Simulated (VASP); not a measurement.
# TlRe3 (I4/mmm) in VASP: further runs

Runs on TlRe3. Level: PBE. Tasks: single point, relaxation of cell and atoms.

All numbers are computed with VASP 6.6.1; they aren't measurements. Logs are shortened: lines on timing, memory, paths and dates and some standing lists are left out, and cuts for length are marked.

### 1 The cell of the first run

Symmetry: I4/mmm, No. 139, tetragonal system. Conventional cell: a = 3.937 Å, b = 3.937 Å, c = 8.458 Å, α = 90.00°, β = 90.00°, γ = 90.00°. Tl (site symmetry 4/mmm) has 12 Re at 2.78 to 2.89 Å within 3.7 Å. Within 3.7 Å of Re (site symmetry 4/mmm) lie 4 Tl at 2.78 Å and 8 Re at 2.89 Å. Within 3.7 Å of Re (site symmetry -4m2) lie 8 Re at 2.78 to 2.89 Å and 4 Tl at 2.89 Å.

### 2 Single point, PBE

INCAR reads:

```
SYSTEM = TlRe3
  ALGO = Fast
  EDIFF = 1E-7
  ENCUT = 520
  GGA = PE
  ISIF = 2
  ISMEAR = 0
  LASPH = .TRUE.
  LCHARG = .FALSE.
  LREAL = .FALSE.
  LWAVE = .FALSE.
  NBANDS = 25
  NELM = 100
  PREC = Accurate
  SIGMA = 0.1
```

KPOINTS reads:

```
k-points
0
G
  6 6 6
  0 0 0
```

POSCAR reads:

```
TlRe3
1.0
   -1.9687106033      1.9687106033      4.2290412538
    1.9687106033     -1.9687106033      4.2290412538
    1.9687106033      1.9687106033     -4.2290412538
Tl Re
1 3
Direct
    0.0000000000      0.0000000000      0.0000000000
    0.5000000000      0.5000000000      0.0000000000
    0.2500000000      0.7500000000      0.5000000000
    0.7500000000      0.2500000000      0.5000000000
```

Potentials or basis: VASP PAW PBE potentials, release 64 (Tl_d, Re).

Run with:

```sh
cat potpaw_PBE.64/Tl_d/POTCAR potpaw_PBE.64/Re/POTCAR > POTCAR
mpirun -np 1 vasp_std > vasp.out
```

OUTCAR:

```text
SYSTEM = TlRe3
   EDIFF = 1E-7
   ENCUT = 520
   GGA = PE
   ISIF = 2
   ISMEAR = 0
   LASPH = .TRUE.
   LREAL = .FALSE.
   NELM = 100
   PREC = Accurate

 ion  position               nearest neighbor table
   1  0.000  0.000  0.000-   2 2.78   2 2.78   2 2.78   2 2.78   4 2.89   3 2.89   4 2.89   3 2.89
                             4 2.89   4 2.89   3 2.89   3 2.89
   2  0.500  0.500  0.000-   1 2.78   1 2.78   1 2.78   1 2.78   4 2.89   3 2.89   4 2.89   4 2.89
                             3 2.89   3 2.89   4 2.89   3 2.89
   3  0.250  0.750  0.500-   4 2.78   4 2.78   4 2.78   4 2.78   2 2.89   1 2.89   2 2.89   2 2.89
                             1 2.89   1 2.89   2 2.89   1 2.89
   4  0.750  0.250  0.500-   3 2.78   3 2.78   3 2.78   3 2.78   2 2.89   1 2.89   2 2.89   1 2.89
                             2 2.89   2 2.89   1 2.89   1 2.89

  LATTYP: Found a body centered tetragonal cell.
 ALAT       =     3.9374212066
 C/A-ratio  =     2.1481274326

  Lattice vectors:

 A1 = (  -1.9687106033,   1.9687106033,   4.2290412538)
 A2 = (   1.9687106033,  -1.9687106033,   4.2290412538)
 A3 = (   1.9687106033,   1.9687106033,  -4.2290412538)

Analysis of symmetry for initial positions (statically):
=====================================================================
 Subroutine PRICEL returns:
 Original cell was already a primitive cell.

 Routine SETGRP: Setting up the symmetry group for a
 body centered tetragonal supercell.

 Subroutine GETGRP returns: Found 16 space group operations
 (whereof 16 operations were pure point group operations)
 out of a pool of 16 trial point group operations.

The static configuration has the point symmetry D_4h.

Analysis of symmetry for dynamics (positions and initial velocities):
=====================================================================
 Subroutine PRICEL returns:
 Original cell was already a primitive cell.

 Routine SETGRP: Setting up the symmetry group for a
 body centered tetragonal supercell.

 Subroutine GETGRP returns: Found 16 space group operations
 (whereof 16 operations were pure point group operations)
 out of a pool of 16 trial point group operations.

The dynamic configuration has the point symmetry D_4h.

 Subroutine INISYM returns: Found 16 space group operations
 (whereof 16 operations are pure point group operations),
 and found     1 'primitive' translations

----------------------------------------------------------------------------------------

                                     Primitive cell

  volume of cell :      65.5640
[... 90 lines left out ...]
   LASPH  =      T    aspherical Exc in radial PAW
   ENCUT  =  520.0 eV  38.22 Ry    6.18 a.u.   9.41  9.41  9.41*2*pi/ulx,y,z
   NELM   =    100;   NELMIN=  2; NELMDL= -5     # of ELM steps
   EDIFF  = 0.1E-06   stopping-criterion for ELM
   LREAL  =      F    real-space projection
   EDIFFG = 0.1E-05   stopping-criterion for IOM
   NSW    =      0    number of steps for IOM
   IBRION =     -1    ionic relax: 0-MD 1-quasi-New 2-CG
   NFREE  =      0    steps in history (QN), initial steepest desc. (CG)
   ISIF   =      2    stress and relaxation
   ISYM   =      2    0-nonsym 1-usesym 2-fastsym
   POTIM  = 0.5000    time-step for ionic-motion
   TEBEG  =    0.0;   TEEND  =   0.0 temperature during run
   PSTRESS=    0.0 pullay stress
   NELECT =      34.0000    total number of electrons
   NUPDOWN=      -1.0000    fix difference up-down
   EMIN   =  10.00;   EMAX   =-10.00  energy-range for DOS
   EFERMI =   0.00;   METHOD = LEGACY
   ISMEAR =     0;   SIGMA  =   0.10  broadening in eV -4-tet -1-fermi 0-gaus
   EFERMI_NEDOS =   21; number of points for ismear=-14 and -15
   IALGO  =     68    algorithm
   IMIX   =      4    mixing-type and parameters
     AMIX     =   0.40;   BMIX     =  1.00
     AMIX_MAG =   1.60;   BMIX_MAG =  1.00
  volume/ion in A,a.u.               =      16.39       110.61
  Fermi-wavevector in a.u.,A,eV,Ry     =   1.315263  2.485487 23.536944  1.729917
  Thomas-Fermi vector in A             =   2.445458
   LORBIT       =      0    0 simple, 1 ext, 2 COOP (PROOUT), +10 PAW based schemes
   GGA     = PE    functional components
   LHFCALC =     F    Hartree Fock is set to
   AEXX    =    0.0000 exact exchange contribution
   IVDW    =     0    specifies the selected vdW correction
   LEPSILON=     F    determine dielectric tensor
   LRPA    =     F    only Hartree local field effects (RPA)
 non-spin polarized calculation
 RMM-DIIS sequential band-by-band and
 Gauss-broadening in eV      SIGMA  =   0.10
  energy-cutoff  :      520.00
  volume of cell :       65.56
 maximum number of plane-waves:      1791
 NGX is ok and might be reduce to    40
   NGX = 19   NGY = 19   NGZ = 19

 number of electron      33.9999998 magnetization

 Free energy of the ion-electron system (eV)
  ---------------------------------------------------
  ext. energy  EPLUGINS =         0.00000000
  ---------------------------------------------------
  free energy    TOTEN  =       -35.71585310 eV

  energy without entropy =      -35.69502488  energy(sigma->0) =      -35.70543899

 E-fermi :   8.8905     XC(G=0): -13.1620

 val. band max:        8.8494857996   @ k =  -0.1667   0.3333   0.1667
 cond. band min:       8.9198192160   @ k =  -0.1667  -0.3333   0.1667
 fundamental gap:      0.0703334164
 Fermi energy:         8.8904834100

 k-point     1 :       0.0000    0.0000    0.0000
  band No.  band energies     occupation
      1      -3.5009      2.00000
      2      -3.4791      2.00000
      3      -3.4528      2.00000
      4      -3.2662      2.00000
      5      -3.2662      2.00000
      6      -2.5510      2.00000
[... 661 lines left out ...]
     24      13.7929      0.00000
     25      14.4077      0.00000

 [... further k-points ...]
[... 5 lines left out ...]
  --------------------------------------------------------------------------------------
  -------------------------------------------------------------------------------------
  Total       -0.0737586     -0.0737586     -0.0948319      0.0000000      0.0000000      0.0000000
  in kB       -1.8024255     -1.8024255     -2.3173903      0.0000000      0.0000000      0.0000000
  external PRESSURE =      -1.9740804 kB  Pullay stress =       0.0000000 kB

 VOLUME and BASIS-vectors are now :
 -----------------------------------------------------------------------------
  energy-cutoff  :      520.00
  volume of cell :       65.56
      direct lattice vectors                 reciprocal lattice vectors
    -1.968710603  1.968710603  4.229041254     0.000000000  0.253973336  0.118230107
     1.968710603 -1.968710603  4.229041254     0.253973336  0.000000000  0.118230107
     1.968710603  1.968710603 -4.229041254     0.253973336  0.253973336  0.000000000

 POSITION                                       TOTAL-FORCE (eV/Angst)
 -----------------------------------------------------------------------------------
      0.00000      0.00000      0.00000         0.000000     -0.000000     -0.000000
      0.00000      0.00000      4.22904         0.000000     -0.000000     -0.000000
      1.96871      0.00000      2.11452        -0.000000      0.000000     -0.000000
      0.00000      1.96871      2.11452         0.000000      0.000000      0.000000
 -----------------------------------------------------------------------------------
    total drift:                               -0.000000     -0.000000      0.000000

  FREE ENERGIE OF THE ION-ELECTRON SYSTEM (eV)
  ---------------------------------------------------
  free  energy   TOTEN  =       -35.7158531047 eV

  energy  without entropy=      -35.6950248791  energy(sigma->0) =      -35.70543899
```

OSZICAR:

```text
N       E                     dE             d eps       ncg     rms          rms(c)
DAV:   1     0.154537105728E+03    0.15454E+03   -0.16470E+04  2952   0.161E+03
DAV:   2    -0.273202172675E+02   -0.18186E+03   -0.16970E+03  2792   0.498E+02
DAV:   3    -0.370932135218E+02   -0.97730E+01   -0.87162E+01  2648   0.173E+02
DAV:   4    -0.376395380711E+02   -0.54632E+00   -0.51965E+00  2479   0.299E+01
DAV:   5    -0.376668616262E+02   -0.27324E-01   -0.26934E-01  2527   0.697E+00    0.436E+01
RMM:   6    -0.360344097787E+02    0.16325E+01   -0.62115E-01  1735   0.245E+01    0.168E+01
RMM:   7    -0.359594611915E+02    0.74949E-01   -0.48376E+00  2265   0.242E+01    0.642E+00
RMM:   8    -0.357340510278E+02    0.22541E+00   -0.38608E-01  1942   0.101E+01    0.285E+00
RMM:   9    -0.357174844484E+02    0.16567E-01   -0.19384E-01  2164   0.405E+00    0.178E+00
RMM:  10    -0.357164350385E+02    0.10494E-02   -0.51999E-02  2365   0.124E+00    0.368E-01
RMM:  11    -0.357160643325E+02    0.37071E-03   -0.71346E-03  2361   0.640E-01    0.184E-01
RMM:  12    -0.357159141136E+02    0.15022E-03   -0.18385E-03  2343   0.332E-01    0.106E-01
RMM:  13    -0.357158123139E+02    0.10180E-03   -0.42751E-04  2140   0.311E-01    0.429E-02
RMM:  14    -0.357158465237E+02   -0.34210E-04   -0.33376E-04  2437   0.740E-02    0.138E-02
RMM:  15    -0.357158519505E+02   -0.54268E-05   -0.57343E-05  2271   0.272E-02    0.717E-03
RMM:  16    -0.357158528455E+02   -0.89494E-06   -0.10546E-05  1969   0.188E-02    0.416E-03
RMM:  17    -0.357158530515E+02   -0.20597E-06   -0.21362E-06  1709   0.161E-02    0.219E-03
RMM:  18    -0.357158531047E+02   -0.53242E-07   -0.65206E-07  1575   0.140E-02
   1 F= -.35715853E+02 E0= -.35705439E+02  d E =-.208282E-01
```

It took 3 min on 1 thread of Intel Xeon Platinum 8488C (Sapphire Rapids), shared host; peak memory 0.26 GiB.

What came out:

* Free energy: -35.7159 eV
* Pressure: -0.2 GPa
* Band gap on the k mesh: zero (band 17 reaches 9.38 eV, above the bottom of band 18 at 8.39 eV)

Caveat: the k points lie up to 0.38 Å⁻¹ apart; spin-orbit coupling is left out, which moves the levels of the heavy elements.

### 3 Single point, PBE

This run uses another cell than the first one, of 18.12 Å³/atom, 1.105 times its volume.

INCAR reads:

```
  PREC = Accurate
  ENCUT = 520
  EDIFF = 1E-6
  ISMEAR = 0
  SIGMA = 0.1
  LREAL = F
  LASPH = T
  NELM = 60
  ALGO = Normal
  ISIF = 2
  LWAVE = F
  LCHARG = F
  GGA = PE
  NBANDS = 25
```

KPOINTS reads:

```
Automatic mesh
0
Gamma
  6 6 6
```

POSCAR reads:

```
TlRe3
1.0
   -2.0091721328      2.0091721328      4.4880208682
    2.0091721328     -2.0091721328      4.4880208682
    2.0091721328      2.0091721328     -4.4880208682
Tl Re
1 3
Direct
    0.0000000000      0.0000000000      0.0000000000
    0.5000000000      0.5000000000      0.0000000000
    0.2500000000      0.7500000000      0.5000000000
    0.7500000000      0.2500000000      0.5000000000
```

Potentials or basis: VASP PAW PBE potentials, release 64 (Tl_d, Re).

Run with:

```sh
cat potpaw_PBE.64/Tl_d/POTCAR potpaw_PBE.64/Re/POTCAR > POTCAR
mpirun -np 1 vasp_std > vasp.out
```

Wall time 2.4 min (1 thread of Intel Xeon Platinum 8488C (Sapphire Rapids), shared host); peak memory 0.25 GiB.

It converged, with:

```
Free energy            : -35.2113 eV
Pressure               : -20.5 GPa
Band gap on the k mesh : zero (band 17 reaches 7.96 eV, above the bottom of band 18 at 7.14 eV)
```

Stress tensor (GPa, compression positive):
```
-19.65   0.00   0.00
  0.00 -19.65   0.00
  0.00   0.00 -22.09
```

Levels at points of the mesh, in eV from the Fermi level:
```
           k point  band 15  band 16  band 17  band 18  band 19  band 20
(0.00, 0.00, 0.00)    -0.69    -0.54    -0.36     0.20     1.35     1.35
(0.50, 0.00, 0.00)    -1.22    -0.89    -0.50    -0.37    -0.37    -0.06
(0.50, 0.50, 0.00)    -0.94    -0.76    -0.31     0.03     0.38     0.86
(0.50, 0.50, 0.50)     0.10     0.10     0.30     1.09     1.09     1.72
```

Caveat: the k points lie up to 0.37 Å⁻¹ apart; spin-orbit coupling is left out, which moves the levels of the heavy elements.

### 4 Relaxation of cell and atoms, PBE

This run uses another cell than the first one, of 18.12 Å³/atom, 1.105 times its volume.

INCAR reads:

```
SYSTEM = TlRe3
PREC = Accurate
ENCUT = 600
EDIFF = 1E-6
ISMEAR = 0
SIGMA = 0.1
LREAL = .False.
LASPH = .True.
NELM = 60
ALGO = Normal
ISIF = 3
LWAVE = .False.
LCHARG = .False.
GGA = PE
IBRION = 2
NSW = 90
EDIFFG = -0.04
```

KPOINTS reads:

```
Automatic mesh
0
Gamma
  6 6 6
  0 0 0
```

POSCAR is that of step 3.

Run with:

```sh
cat potpaw_PBE.64/Tl_d/POTCAR potpaw_PBE.64/Re/POTCAR > POTCAR
mpirun -np 1 vasp_std > vasp.out
```

Wall time 10 min (1 thread of Intel Xeon Platinum 8488C (Sapphire Rapids), shared host); peak memory 0.3 GiB.

It converged, with:

```yaml
Free_energy: -35.7194 eV
Relaxed_volume: 16.39 Å³/atom
Relaxed_cell: a = 5.062 Å, b = 5.062 Å, c = 5.062 Å, α = 134.23°, β = 134.23°, γ = 66.73°
Space_group_after_relaxing_to_0.05_Å: I4/mmm (No. 139)
Energy_gained_by_relaxing: 126.4 meV/atom
Ionic_steps: 9
Pressure_after_relaxing: 0.0 GPa
Band_gap_on_the_k_mesh: zero (band 17 reaches 9.39 eV, above the bottom of band 18 at 8.40 eV)
```

Step by step:
```csv
step,energy change (eV),largest force (eV/Å),pressure (GPa),volume (Å³)
1,0.0000,0.0000,-20.39,72.47
2,3.8855,0.0000,121.69,50.87
3,-0.4819,0.0000,-2.28,66.19
4,-0.4861,0.0000,-0.68,65.77
5,-0.4866,0.0000,0.11,65.57
6,-0.5011,0.0000,0.16,65.51
7,-0.5055,0.0000,0.39,65.45
8,-0.5045,0.0000,-1.16,65.84
9,-0.5056,0.0000,0.02,65.54
```

Final structure:
```
CELL_PARAMETERS angstrom
-1.96864 1.96864 4.22790
1.96864 -1.96864 4.22790
1.96864 1.96864 -4.22790
ATOMIC_POSITIONS crystal
Tl 0.00000 0.00000 0.00000
Re 0.50000 0.50000 0.00000
Re 0.25000 0.75000 0.50000
Re 0.75000 0.25000 0.50000
```

Levels at points of the mesh, in eV from the Fermi level:
```
           k point  band 14  band 15  band 16  band 17  band 18  band 19  band 20  band 21
(0.00, 0.00, 0.00)    -2.03    -0.39    -0.39    -0.36     0.23     1.59     1.59     2.22
(0.50, 0.00, 0.00)    -1.75    -1.28    -0.99    -0.53    -0.47    -0.32    -0.13     2.02
(0.50, 0.50, 0.00)    -2.17    -1.17    -1.10    -0.46    -0.08     0.58     0.82     1.44
(0.50, 0.50, 0.50)    -0.19    -0.17    -0.17     0.49     0.97     0.97     2.15     2.15
```

Caveat: the k points lie up to 0.38 Å⁻¹ apart in the final cell; spin-orbit coupling is left out, which moves the levels of the heavy elements.

[end of part 1 of 2]
